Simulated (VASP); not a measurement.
Write the native input for VASP 6.6.1 that does the following.

* Task: single point
* Functional: PBE
* Potentials or basis: VASP PAW PBE potentials, release 64 (H, Os)
* Cutoff: 520 eV
* k mesh: 8 × 8 × 4
* Occupations: gaussian, width 0.1 eV
* Spin: no spin polarisation
* Dipole correction: no
* Further INCAR settings: ALGO = Normal; EDIFF = 1e-06; NBANDS = 12

The structure of H2Os lies in POSCAR:

```
H2Os
1.0
    2.4342712900      0.0000000000      0.0000000000
    0.0000000000      2.4342712900      0.0000000000
    0.0000000000      0.0000000000      4.4119873400
H Os
2 1
Direct
    0.5000000000      0.5000000000      0.5000000000
    0.0000000000      0.0000000000      0.5000000000
    0.0000000000      0.0000000000      0.0000000000
```

The cell was generated, and may not be a known phase.

These files were run (other wordings do the same):

INCAR

```
PREC     = Accurate       # precision mode
ENCUT    = 520            # plane-wave cutoff, eV
EDIFF    = 1E-6           # SCF threshold, eV
ISMEAR   = 0              # smearing method
SIGMA    = 0.1            # smearing width, eV
LREAL    = F              # projectors in reciprocal space
LASPH    = T              # aspherical terms in the spheres
NELM     = 100            # most SCF steps
ALGO     = Normal         # electronic algorithm
ISIF     = 2              # what is computed and relaxed
LWAVE    = F              # write WAVECAR
LCHARG   = T              # write CHGCAR
GGA      = PE             # functional
LELF     = T              # ELF
LVHAR    = T            
NBANDS   = 12             # bands
```

KPOINTS

```
Automatic mesh
0
Gamma
  8 8 4
```

Potentials or basis: VASP PAW PBE potentials, release 64 (H, Os).

Command:

```bash
$ cat potpaw_PBE.64/H/POTCAR potpaw_PBE.64/Os/POTCAR > POTCAR
$ mpirun -np 1 vasp_std > vasp.out
```

Results of the run:

```yaml
Pressure: -3.3 GPa
Band_gap_on_the_k_mesh: zero (bands 5 and 6 overlap by 2.53 eV)
```

Caveat: the stress differs along the axes, from -29 to 10 GPa; spin-orbit coupling is left out, which moves the levels of the heavy elements.

Wall time 5.3 s on 1 thread of Intel(R) Xeon(R) 6975P-C (Granite Rapids) (shared host), peak memory 0.14 GiB.
